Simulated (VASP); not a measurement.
Input of a VASP 6.6.1 run:

Contents of POSCAR:

```
Si
1.0
    0.0000000000      2.7154700000      2.6068512000
    2.7154700000      0.0000000000      2.6068512000
    2.7154700000      2.7154700000      0.0000000000
Si
2
Direct
    0.5000000000      0.5000000000      0.5000000000
    0.7500000000      0.7500000000      0.7500000000
```

The input INCAR.step1:

```
SYSTEM = Si
ALGO = Normal
EDIFF = 1E-4
ENCUT = 520
GGA = PE
ISMEAR = 0
LASPH = .True.
LCHARG = .False.
LREAL = .False.
LWAVE = .True.
NBANDS = 11
NELM = 60
PREC = Accurate
SIGMA = 0.05
```

The input INCAR.step2:

```
SYSTEM = Si
ALGO = Normal
EDIFF = 1E-6
ENCUT = 520
ISIF = 2
ISMEAR = 0
ISTART = 1
LASPH = .True.
LCHARG = .False.
LMIXTAU = .True.
LREAL = .False.
LWAVE = .False.
METAGGA = R2SCAN
NBANDS = 11
NELM = 60
PREC = Accurate
SIGMA = 0.05
```

File KPOINTS:

```
k-points
0
Gamma
  10 10 10
  0 0 0
```

Potentials or basis: VASP PAW PBE potentials, release 64 (Si).

Command:

```console
$ cat potpaw_PBE.64/Si/POTCAR > POTCAR
$ cp INCAR.step1 INCAR
$ mpirun -np 1 vasp_std > vasp.out
$ cp INCAR.step2 INCAR
$ mpirun -np 1 vasp_std > vasp.out
```

Problem. What does it give for the band gap on the k mesh?

Solution. 0.25 eV, indirect (least direct gap 2.48 eV).

Problem. What does it give for the pressure?

Solution. 4.8 GPa.

Stress tensor (GPa, compression positive):
```
3.48 0.00 0.00
0.00 3.48 0.00
0.00 0.00 7.56
```

Caveat: the cell differs from its parent crystal (strain +0.000 along x and y, -0.040 along z); the PAW data sets were made with another functional, which shifts forces and pressure a little. A k mesh can miss the band edges.
